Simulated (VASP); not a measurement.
The system is BN.

```
CELL_PARAMETERS angstrom
0.00000 1.80483 1.80483
1.80483 0.00000 1.80483
1.80483 1.80483 0.00000
ATOMIC_POSITIONS crystal
B 0.00000 0.00000 0.00000
N 0.25000 0.25000 0.25000
```

Program: VASP 6.6.1. Alike in all runs: task single point; potentials or basis VASP PAW PBE potentials, release 64 (B, N); no spin polarisation; cell as given; k mesh 6 × 6 × 6; cutoff (eV) 520; smearing gaussian 0.01 eV. Hardware: 1 thread of Intel(R) Xeon(R) Platinum 8488C (Sapphire Rapids) (shared host).

Task: Order these runs on this cell by their wall time, lowest first.
A. level HSE06; grid for exact exchange (PRECFOCK) Normal; screening parameter 0.2079 1/Å
B. level r2SCAN
C. level PBE

Result: C (2.2 s), B (9.8 s), A (110 s).

Caveats: all runs use coarse meshes.
